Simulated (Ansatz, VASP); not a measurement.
Sc: VASP beside Ansatz

```xyz
2
Lattice="3.2306 0.0000 0.0000 -1.6153 2.7978 0.0000 0.0000 0.0000 4.9838" Properties=species:S:1:pos:R:3 pbc="T T T"
Sc    0.0000    1.8652    1.2460
Sc    1.6153    0.9326    3.7379
```

Alike in both runs: functional LDA; k mesh 24 × 24 × 12; occupations gaussian, width 0.1 eV; no spin polarisation.

Ansatz relaxed the structure, and its values are those at the end. VASP's run is a single point on that final structure, the one shown.

|  | VASP | Ansatz |
| --- | --- | --- |
| version | VASP 6.6.1 | Ansatz 0.2.0 |
| potentials or method | VASP PAW LDA potentials, release 64 (Sc_sv) | scalar-relativistic, plane waves, PAW |
| plane-wave cutoff (eV) | 520 | 420 |
| valence electrons in the cell | 22 | 22 |

```tsv
	VASP	Ansatz	Ansatz less VASP
gap on the k mesh at the Fermi level (eV)	none	none	-
pressure (GPa)	0.1	0.0	-0.11
```

LDA's correlation is that of Perdew and Zunger in VASP and of Perdew and Wang (1992) in Ansatz. A gap of «none» marks a metal or a gap that the smearing closes.
